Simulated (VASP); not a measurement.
A run of VASP 6.6.1:

The input POSCAR:

```
AgCl
1.0
    0.0000000000      2.9932461729      2.9932461729
    2.9932461729      0.0000000000      2.9932461729
    2.9932461729      2.9932461729      0.0000000000
Ag Cl
1 1
Direct
    0.0000000000      0.0000000000      0.0000000000
    0.2500000000      0.2500000000      0.2500000000
```

INCAR.step1

```
SYSTEM = AgCl
PREC = Accurate
ENCUT = 470
EDIFF = 1E-5
ISMEAR = 0
SIGMA = 0.01
LREAL = .False.
LASPH = .True.
NELM = 120
ALGO = Normal
ISIF = 2
LWAVE = .True.
LCHARG = .False.
GGA = PE
NBANDS = 20
GGA_COMPAT = .False.
```

Contents of INCAR.step2:

```
SYSTEM = AgCl
PREC = Accurate
ENCUT = 470
EDIFF = 1E-6
ISMEAR = 0
SIGMA = 0.01
LREAL = .False.
LASPH = .True.
NELM = 120
ALGO = Normal
ISIF = 2
LWAVE = .False.
LCHARG = .False.
GGA = PE
LHFCALC = .True.
AEXX = 0.75
HFSCREEN = 0.2078
PRECFOCK = Normal
ISTART = 1
NBANDS = 20
GGA_COMPAT = .False.
```

File KPOINTS:

```
regular mesh
0
Gamma
  4 4 4
  0 0 0
```

Potentials or basis: VASP PAW PBE potentials, release 64 (Ag_sv_GW, Cl).

Command:

```sh
$ cat potpaw_PBE.64/Ag_sv_GW/POTCAR potpaw_PBE.64/Cl/POTCAR > POTCAR
$ cp INCAR.step1 INCAR
$ mpirun -np 1 vasp_std > vasp.out
$ cp INCAR.step2 INCAR
$ mpirun -np 1 vasp_std > vasp.out
```

Hardware: 1 thread of AMD EPYC 7R13 Processor (Zen 3), with other jobs on the host.

Problem. Estimate the wall time of this run.

Solution. Wall time 13 min on 1 thread of AMD EPYC 7R13 Processor (Zen 3), with other jobs on the host, peak memory 0.27 GiB. Counts: k points 8.
